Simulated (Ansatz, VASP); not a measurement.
**Two plane-wave programs on CdF2**

The input INCAR:

```
SYSTEM = CdF2
  PREC = Accurate
  ENCUT = 700
  EDIFF = 1E-6
  ISMEAR = 0
  SIGMA = 0.05
  LREAL = .False.
  LASPH = .True.
  NELM = 120
  ALGO = Normal
  ISIF = 2
  LWAVE = .False.
  LCHARG = .False.
  GGA = PS
  NBANDS = 24
  GGA_COMPAT = .False.
```

File KPOINTS:

```
Automatic mesh
0
Gamma
  8 8 8
  0 0 0
```

The input POSCAR:

```
CdF2
1.0
    0.0000000000      2.7094598091      2.5512273563
    2.7094598091      0.0000000000      2.5512273563
    2.7094598091      2.7094598091      0.0000000000
Cd F
1 2
Direct
    0.0000000000      0.0000000000      0.0000000000
    0.2500000000      0.2500000000      0.2500000000
    0.7500000000      0.7500000000      0.7500000000
```

Input for Ansatz:

```yaml
crystal:
  lattice:
    - [0.0, 2.7094598091, 2.5512273563]
    - [2.7094598091, 0.0, 2.5512273563]
    - [2.7094598091, 2.7094598091, 0.0]
  atoms:
    - { symbol: Cd, position: [0.0, 0.0, 0.0] }
    - { symbol: F, position: [0.25, 0.25, 0.25] }
    - { symbol: F, position: [0.75, 0.75, 0.75] }
basis:
  ecutwfc: 520.0
kpoints:
  mp_grid: { grid: [8, 8, 8] }
hamiltonian:
  xc: pbesol
scf:
  occupations: { method: gaussian, width: 0.05 }
output:
  forces: true
  stress: true
  eigenvalues: true
```

Alike in both runs: task single point; functional PBEsol; k mesh 8 × 8 × 8; occupations gaussian, width 0.05 eV; no spin polarisation.

|  | VASP | Ansatz |
| --- | --- | --- |
| version | VASP 6.6.1 | Ansatz 0.2.0 |
| potentials or method | VASP PAW PBE potentials, release 64 (Cd_sv_GW, F), cutoff 700 eV | scalar-relativistic, plane waves, PAW |
| valence electrons in the cell | 34 | 34 |

```csv
,VASP,Ansatz,Ansatz less VASP
gap on the k mesh at the Fermi level (eV),2.96,2.97,+0.013
least direct gap on the mesh (eV),3.41,3.42,+0.011
pressure (GPa),4.5,4.8,+0.36
"traceless stress, the component that is largest in VASP (GPa)",4.72,4.72,+0.003
```

VASP's potentials were made for PBE, not for PBEsol. The functional is the same, so the differences come from potentials, cutoffs and numerics.
